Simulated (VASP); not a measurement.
Write the native input for VASP 6.6.1 that does the following.

```
Task                    : single point
Functional              : PBEsol
Potentials or basis     : VASP PAW PBE potentials, release 64 (Ti_sv, Co)
Cutoff                  : 520 eV
k mesh                  : 14 × 14 × 14
Occupations             : gaussian, width 0.1 eV
Spin                    : collinear spin, ferromagnetic start
Starting moments        : [0.0, 0.75] μB
Dipole correction       : no
k mesh for the DOS      : 21 × 21 × 21
Occupations for the DOS : tetrahedron
Further INCAR settings  : ALGO = Normal; EDIFF = 1e-06
```

The system is TiCo.

```xyz
2
Lattice="2.9385 0.0000 0.0000 0.0000 2.9385 0.0000 0.0000 0.0000 2.9385" Properties=species:S:1:pos:R:3 pbc="T T T"
Ti    0.0000    0.0000    0.0000
Co    1.4693    1.4693    1.4693
```

One way to write it, as run:

POSCAR

```
TiCo
1.0
    2.9385053313      0.0000000000      0.0000000000
    0.0000000000      2.9385053313      0.0000000000
    0.0000000000      0.0000000000      2.9385053313
Ti Co
1 1
Direct
    0.0000000000      0.0000000000      0.0000000000
    0.5000000000      0.5000000000      0.5000000000
```

INCAR.step1

```
SYSTEM = TiCo
ALGO = Normal
EDIFF = 1E-6
ENCUT = 520
GGA = PS
ISIF = 2
ISMEAR = 0
ISPIN = 2
LASPH = .True.
LCHARG = .True.
LMAXMIX = 4
LREAL = .False.
LWAVE = .False.
MAGMOM = 0 0.75
NBANDS = 22
NELM = 150
PREC = Accurate
SIGMA = 0.1
```

KPOINTS.step1

```
k-points
0
Gamma
  14 14 14
  0 0 0
```

INCAR.step2

```
SYSTEM = TiCo
ALGO = Normal
EDIFF = 1E-6
ENCUT = 520
GGA = PS
ICHARG = 11
ISIF = 2
ISMEAR = -5
ISPIN = 2
LASPH = .True.
LCHARG = .False.
LMAXMIX = 4
LORBIT = 10
LREAL = .False.
LWAVE = .False.
MAGMOM = 0 0.75
NEDOS = 2001
NELM = 150
PREC = Accurate
SIGMA = 0.1
```

KPOINTS.step2

```
k-points
0
Gamma
  21 21 21
  0 0 0
```

Potentials or basis: VASP PAW PBE potentials, release 64 (Ti_sv, Co).

The run is started by

```console
$ cat potpaw_PBE.64/Ti_sv/POTCAR potpaw_PBE.64/Co/POTCAR > POTCAR
$ cp INCAR.step1 INCAR
$ cp KPOINTS.step1 KPOINTS
$ mpirun -np 1 vasp_std > vasp.out
$ cp INCAR.step2 INCAR
$ cp KPOINTS.step2 KPOINTS
$ mpirun -np 1 vasp_std > vasp.out
```

It gave:

```json
{
  "Net moment": "0.58 μB per cell",
  "Site moments": "Ti +0.00; Co +0.64 μB",
  "Valence electrons inside the program's atomic spheres": "Ti 10.36; Co 8.37"
}
```

Run time: 2.2 min on 1 thread of Intel(R) Xeon(R) Platinum 8375C CPU @ 2.90GHz (Ice Lake) (shared host), peak memory 0.3 GiB.
